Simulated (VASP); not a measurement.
# TaN (P-6m2) in VASP: a series of runs, part 2 of 2

VASP 6.6.1. The steps go on from the part before.

### Step 4. Single point, PBE, collinear spin, ferromagnetic start

Input file INCAR:

```
PREC = Accurate
ENCUT = 520
EDIFF = 1E-6
ISMEAR = 0
SIGMA = 0.05
LREAL = False
LASPH = True
NELM = 150
ALGO = Normal
ISIF = 2
LWAVE = False
LCHARG = True
ISPIN = 2
MAGMOM = 2 0
LORBIT = 11
LMAXMIX = 4
GGA = PE
LELF = True
LVHAR = True
NBANDS = 19
```

Input file KPOINTS:

```
regular mesh
0
Gamma
  10 10 8
```

Input file POSCAR:

```
TaN
1.0
    2.9361269820      0.0000000000      0.0000000000
   -1.4680634909      2.5427605552      0.0000000000
    0.0000000000      0.0000000000      2.8866838206
Ta N
1 1
Direct
    0.3333333333      0.6666666667      0.5000000000
    0.0000000000      0.0000000000      0.0000000000
```

Potentials or basis: VASP PAW PBE potentials, release 64 (Ta_pv, N).

The run is started by

```sh
> cat potpaw_PBE.64/Ta_pv/POTCAR potpaw_PBE.64/N/POTCAR > POTCAR
> mpirun -np 1 vasp_std > vasp.out
```

OUTCAR:

```text
PREC = Accurate
   ENCUT = 520
   EDIFF = 1E-6
   ISMEAR = 0
   LREAL = False
   LASPH = True
   NELM = 150
   ISIF = 2
   ISPIN = 2
   LORBIT = 11
   GGA = PE

 ion  position               nearest neighbor table
   1  0.333  0.667  0.500-   2 2.23   2 2.23   2 2.23   2 2.23   2 2.23   2 2.23
   2  0.000  0.000  0.000-   1 2.23   1 2.23   1 2.23   1 2.23   1 2.23   1 2.23

  LATTYP: Found a hexagonal cell.
 ALAT       =     2.9361269820
 C/A-ratio  =     0.9831604145

  Lattice vectors:

 A1 = (   2.9361269820,   0.0000000000,   0.0000000000)
 A2 = (  -1.4680634909,   2.5427605552,   0.0000000000)
 A3 = (   0.0000000000,   0.0000000000,   2.8866838206)

Analysis of symmetry for initial positions (statically):
=====================================================================
 Subroutine PRICEL returns:
 Original cell was already a primitive cell.

 Routine SETGRP: Setting up the symmetry group for a
 hexagonal supercell.

 Subroutine GETGRP returns: Found 12 space group operations
 (whereof 12 operations were pure point group operations)
 out of a pool of 24 trial point group operations.

The static configuration has the point symmetry D_3h.

Analysis of symmetry for dynamics (positions and initial velocities):
=====================================================================
 Subroutine PRICEL returns:
 Original cell was already a primitive cell.

 Routine SETGRP: Setting up the symmetry group for a
 hexagonal supercell.

 Subroutine GETGRP returns: Found 12 space group operations
 (whereof 12 operations were pure point group operations)
 out of a pool of 24 trial point group operations.

The dynamic configuration has the point symmetry D_3h.

Analysis of structural, dynamic, and magnetic symmetry:
=====================================================================
 Subroutine PRICEL returns:
 Original cell was already a primitive cell.

 Routine SETGRP: Setting up the symmetry group for a
 hexagonal supercell.

[... 149 lines left out ...]
  ext. energy  EPLUGINS =         0.00000000
  ---------------------------------------------------
  free energy    TOTEN  =       -22.44005525 eV

  energy without entropy =      -22.43994282  energy(sigma->0) =      -22.43999904

 E-fermi :   8.2966     XC(G=0): -13.3461

 val. band max:        8.1652079786   @ k =   0.0000   0.0000   0.5000
 cond. band min:       8.3203388740   @ k =   0.0000   0.0000   0.3750
 fundamental gap:      0.1551308954
 Fermi energy:         8.2965711186

 spin component 1

 k-point     1 :       0.0000    0.0000    0.0000
  band No.  band energies     occupation
      1     -26.5995      1.00000
      2     -26.3304      1.00000
      3     -26.3304      1.00000
      4      -9.5242      1.00000
      5       3.7051      1.00000
      6       3.7051      1.00000
[... 517 lines left out ...]
     18      27.8076      0.00000
     19      31.5891      0.00000

 [... further k-points ...]

 spin component 2

 k-point     1 :       0.0000    0.0000    0.0000
  band No.  band energies     occupation
      1     -26.5995      1.00000
      2     -26.3304      1.00000
      3     -26.3304      1.00000
      4      -9.5242      1.00000
      5       3.7051      1.00000
      6       3.7051      1.00000
[... 517 lines left out ...]
     18      27.8077      0.00000
     19      31.5892      0.00000

 [... further k-points ...]

------------------------ aborting loop because EDIFF is reached ----------------------------------------

  FORCE on cell =-STRESS in cart. coord.  units (eV):
  Direction    XX          YY          ZZ          XY          YZ          ZX
  --------------------------------------------------------------------------------------
  -------------------------------------------------------------------------------------
  Total        0.7131060      0.7131060      0.7367519      0.0000000      0.0000000      0.0000000
  in kB       53.0133412     53.0133412     54.7712060      0.0000000      0.0000000      0.0000000
  external PRESSURE =      53.5992961 kB  Pullay stress =       0.0000000 kB

 VOLUME and BASIS-vectors are now :
 -----------------------------------------------------------------------------
  energy-cutoff  :      520.00
  volume of cell :       21.55
      direct lattice vectors                 reciprocal lattice vectors
     2.936126982  0.000000000  0.000000000     0.340584725  0.196636682  0.000000000
    -1.468063491  2.542760555  0.000000000     0.000000000  0.393273365  0.000000000
     0.000000000  0.000000000  2.886683821     0.000000000  0.000000000  0.346418265

 POSITION                                       TOTAL-FORCE (eV/Angst)
 -----------------------------------------------------------------------------------
     -0.00000      1.69517      1.44334        -0.000000     -0.000000      0.000000
      0.00000      0.00000      0.00000         0.000000      0.000000      0.000000
 -----------------------------------------------------------------------------------
    total drift:                                0.000000     -0.000000     -0.000000

  FREE ENERGIE OF THE ION-ELECTRON SYSTEM (eV)
  ---------------------------------------------------
  free  energy   TOTEN  =       -22.4400552519 eV

  energy  without entropy=      -22.4399428188  energy(sigma->0) =      -22.43999904

 total charge

# of ion       s       p       d       tot
------------------------------------------
    1        0.305   6.265   2.428   8.999
    2        1.229   2.507   0.000   3.736
--------------------------------------------------
tot          1.534   8.772   2.428  12.735

 magnetization (x)

# of ion       s       p       d       tot
------------------------------------------
    1        0.000   0.000   0.000   0.000
    2       -0.000  -0.000   0.000  -0.000
--------------------------------------------------
tot          0.000  -0.000   0.000   0.000
```

OSZICAR:

```text
N       E                     dE             d eps       ncg     rms          rms(c)
DAV:   1     0.102823965655E+03    0.10282E+03   -0.83878E+03  5320   0.894E+02
DAV:   2    -0.209664556890E+02   -0.12379E+03   -0.11590E+03  5996   0.272E+02
DAV:   3    -0.244814733615E+02   -0.35150E+01   -0.34759E+01  6311   0.415E+01
DAV:   4    -0.244925650297E+02   -0.11092E-01   -0.11089E-01  5976   0.253E+00
DAV:   5    -0.244925900528E+02   -0.25023E-04   -0.25022E-04  5900   0.119E-01    0.247E+01
DAV:   6    -0.225190560291E+02    0.19735E+01   -0.22310E+00  5923   0.188E+01    0.104E+01
DAV:   7    -0.224715456269E+02    0.47510E-01   -0.38141E-01  5479   0.507E+00    0.722E+00
DAV:   8    -0.224560166534E+02    0.15529E-01   -0.78443E-02  5647   0.234E+00    0.207E+00
DAV:   9    -0.224407048785E+02    0.15312E-01   -0.43040E-03  5662   0.524E-01    0.414E-01
DAV:  10    -0.224400796646E+02    0.62521E-03   -0.12811E-03  5790   0.278E-01    0.156E-01
DAV:  11    -0.224401693094E+02   -0.89645E-04   -0.23549E-04  5671   0.142E-01    0.683E-02
DAV:  12    -0.224400856947E+02    0.83615E-04   -0.25397E-05  5725   0.571E-02    0.269E-02
DAV:  13    -0.224400561726E+02    0.29522E-04   -0.19799E-06  5233   0.159E-02    0.127E-02
DAV:  14    -0.224400552519E+02    0.92071E-06   -0.45695E-07  3708   0.630E-03
   1 F= -.22440055E+02 E0= -.22439999E+02  d E =-.112433E-03  mag=    -0.0000
```

stdout:

```text
POSCAR found type information on POSCAR TaN
 POSCAR found :  2 types and       2 ions
 scaLAPACK will be used
 LDA part: xc-table for (Slater+PW92), standard interpolation
 POSCAR, INCAR and KPOINTS ok, starting setup
 FFT: planning ... GRIDC
 FFT: planning ... GRID_SOFT
 FFT: planning ... GRID
 WAVECAR not read
 entering main loop
```

Run time: 31 s. Hardware: 1 thread of AMD EPYC 9R45 (Zen 5), shared host; peak memory 0.15 GiB.

Results:

```yaml
Free_energy: -22.4401 eV
Pressure: 5.4 GPa
Band_gap_on_the_k_mesh: zero (filled and empty bands overlap)
Net_moment: 0.00 μB per cell
Valence_electrons_inside_the_program's_atomic_spheres: Ta 9.00; N 3.74
```

Stress tensor (GPa, compression positive):
```
5.30 0.00 0.00
0.00 5.30 0.00
0.00 0.00 5.48
```

Levels at points of the mesh, in eV from the Fermi level:
Spin up:
```csv
k point,band 4,band 5,band 6,band 7,band 8,band 9,band 10,band 11,band 12,band 13
"(0.00, 0.00, 0.00)",-17.82,-4.59,-4.59,-4.26,-2.98,2.18,3.53,3.53,3.96,3.96
"(0.50, 0.00, 0.00)",-15.53,-8.32,-5.25,-3.52,-3.22,2.96,3.99,5.17,5.27,7.38
"(0.00, 0.00, 0.50)",-15.18,-9.40,-3.78,-3.78,-0.13,-0.13,2.33,3.30,3.30,8.17
"(0.50, 0.00, 0.50)",-15.84,-7.36,-6.23,-5.71,-0.41,4.12,5.32,5.98,7.04,10.14
```
Spin down:
| k point | band 6 | band 7 | band 8 | band 9 | band 10 | band 11 |
| --- | --- | --- | --- | --- | --- | --- |
| (0.00, 0.00, 0.00) | -4.59 | -4.26 | -2.98 | 2.18 | 3.53 | 3.53 |
| (0.50, 0.00, 0.00) | -5.25 | -3.52 | -3.22 | 2.97 | 3.99 | 5.17 |
| (0.00, 0.00, 0.50) | -3.78 | -3.78 | -0.13 | -0.13 | 2.33 | 3.30 |
| (0.50, 0.00, 0.50) | -6.23 | -5.71 | -0.41 | 4.12 | 5.32 | 5.98 |

Caveat: spin-orbit coupling is left out, which moves the levels of the heavy elements.

### Step 5. Single point, PBE, collinear spin, ferromagnetic start

Input file INCAR:

```
PREC = Accurate
ENCUT = 520
EDIFF = 1E-7
ISMEAR = -5
SIGMA = 0.1
LREAL = False
LASPH = True
NELM = 150
ALGO = Normal
ISIF = 2
LWAVE = False
LCHARG = False
ISPIN = 2
MAGMOM = 2 0
LORBIT = 11
LMAXMIX = 4
GGA = PE
NBANDS = 19
ISYM = 0
```

Input file KPOINTS:

```
Automatic mesh
0
Gamma
  10 10 8
```

POSCAR is that of step 4.

Potentials or basis: VASP PAW PBE potentials, release 64 (Ta_pv, N).

The run is started by

```sh
> cat potpaw_PBE.64/Ta_pv/POTCAR potpaw_PBE.64/N/POTCAR > POTCAR
> mpirun -np 1 vasp_std > vasp.out
```

OUTCAR:

```text
PREC = Accurate
   ENCUT = 520
   EDIFF = 1E-7
   ISMEAR = -5
   LREAL = False
   LASPH = True
   NELM = 150
   ISIF = 2
   ISPIN = 2
   LORBIT = 11
   GGA = PE
   ISYM = 0

 ion  position               nearest neighbor table
   1  0.333  0.667  0.500-   2 2.23   2 2.23   2 2.23   2 2.23   2 2.23   2 2.23
   2  0.000  0.000  0.000-   1 2.23   1 2.23   1 2.23   1 2.23   1 2.23   1 2.23

IMPORTANT INFORMATION: All symmetrisations will be switched off!
NOSYMM: (Re-)initialisation of all symmetry stuff for point group C_1.

[... 1229 lines left out ...]
 -----------------------------------------------------------------------------
  energy-cutoff  :      520.00
  volume of cell :       21.55
      direct lattice vectors                 reciprocal lattice vectors
     2.936126982  0.000000000  0.000000000     0.340584725  0.196636682  0.000000000
    -1.468063491  2.542760555  0.000000000     0.000000000  0.393273365  0.000000000
     0.000000000  0.000000000  2.886683821     0.000000000  0.000000000  0.346418265

 POSITION                                       TOTAL-FORCE (eV/Angst)
 -----------------------------------------------------------------------------------
     -0.00000      1.69517      1.44334        -0.000020     -0.000001      0.000013
      0.00000      0.00000      0.00000         0.000020      0.000001     -0.000013
 -----------------------------------------------------------------------------------
    total drift:                               -0.000000      0.000000      0.000000

  FREE ENERGIE OF THE ION-ELECTRON SYSTEM (eV)
  ---------------------------------------------------
  free  energy   TOTEN  =       -22.4397134248 eV

  energy  without entropy=      -22.4397134248  energy(sigma->0) =      -22.43971342

 total charge

# of ion       s       p       d       tot
------------------------------------------
    1        0.305   6.265   2.428   8.999
    2        1.229   2.507   0.000   3.736
--------------------------------------------------
tot          1.534   8.772   2.428  12.735

 magnetization (x)

# of ion       s       p       d       tot
------------------------------------------
    1        0.000   0.000   0.000   0.000
    2       -0.000  -0.000   0.000  -0.000
--------------------------------------------------
tot         -0.000  -0.000   0.000  -0.000
```

OSZICAR:

```text
N       E                     dE             d eps       ncg     rms          rms(c)
DAV:   1     0.101812977075E+03    0.10181E+03   -0.84264E+03 30728   0.895E+02
DAV:   2    -0.211627181240E+02   -0.12298E+03   -0.11547E+03 34453   0.272E+02
DAV:   3    -0.244822526868E+02   -0.33195E+01   -0.32830E+01 36626   0.406E+01
DAV:   4    -0.244926225641E+02   -0.10370E-01   -0.10368E-01 34235   0.243E+00
DAV:   5    -0.244926459488E+02   -0.23385E-04   -0.23384E-04 33992   0.115E-01    0.247E+01
DAV:   6    -0.225172213895E+02    0.19754E+01   -0.22283E+00 34616   0.188E+01    0.104E+01
DAV:   7    -0.224710081314E+02    0.46213E-01   -0.38036E-01 31760   0.506E+00    0.722E+00
DAV:   8    -0.224557598670E+02    0.15248E-01   -0.77298E-02 32807   0.232E+00    0.207E+00
DAV:   9    -0.224403550831E+02    0.15405E-01   -0.41764E-03 32783   0.517E-01    0.414E-01
DAV:  10    -0.224397379690E+02    0.61711E-03   -0.12616E-03 33555   0.275E-01    0.154E-01
DAV:  11    -0.224398157693E+02   -0.77800E-04   -0.23269E-04 32714   0.141E-01    0.715E-02
DAV:  12    -0.224397449309E+02    0.70838E-04   -0.23754E-05 32933   0.553E-02    0.273E-02
DAV:  13    -0.224397142889E+02    0.30642E-04   -0.21001E-06 32465   0.163E-02    0.128E-02
DAV:  14    -0.224397133431E+02    0.94582E-06   -0.43033E-07 32888   0.586E-03    0.290E-03
DAV:  15    -0.224397134248E+02   -0.81671E-07   -0.35301E-08 19642   0.186E-03
   1 F= -.22439713E+02 E0= -.22439713E+02  d E =0.000000E+00  mag=     0.0000
```

Run time: 2.2 min. Hardware: 1 thread of Intel Xeon Platinum 8375C at 2.90GHz (Ice Lake), shared host; peak memory 0.37 GiB.

Results:

```
Free energy                                           : -22.4397 eV
Pressure                                              : 5.4 GPa
Band gap on the k mesh                                : zero (filled and empty bands overlap)
Net moment                                            : 0.00 μB per cell
Valence electrons inside the program's atomic spheres : Ta 9.00; N 3.74
```

Stress tensor (GPa, compression positive):
```
5.32 0.00 0.00
0.00 5.32 0.00
0.00 0.00 5.45
```

Caveat: spin-orbit coupling is left out, which moves the levels of the heavy elements; tetrahedron occupations give inexact forces and stress in metals.

### Step 6. Overview

```csv
cell,smearing,gap on the mesh (eV),pressure (GPa),moment (μB)
"a = 2.938, b = 2.938, c = 2.883 Å, angles 90.0, 90.0, 120.0°, 2 atoms",gaussian 0.05 eV,none,5.4,0.00
"a = 2.936, b = 2.936, c = 2.887 Å, angles 90.0, 90.0, 120.0°, 2 atoms",gaussian 0.05 eV,none,5.4,0.00
"a = 2.936, b = 2.936, c = 2.887 Å, angles 90.0, 90.0, 120.0°, 2 atoms",tetrahedron,none,5.4,0.00
```

Alike in all rows: task single point; level PBE; potentials or basis VASP PAW PBE potentials, release 64 (Ta_pv, N); spin collinear, ferromagnetic start; k mesh 10 × 10 × 8; cutoff (eV) 520.

Caveats: spin-orbit coupling is left out, which moves the levels of the heavy elements; tetrahedron occupations give inexact forces and stress in metals (some runs).

Total energies depend on the potentials used, so only differences within one code and one set of settings carry meaning.
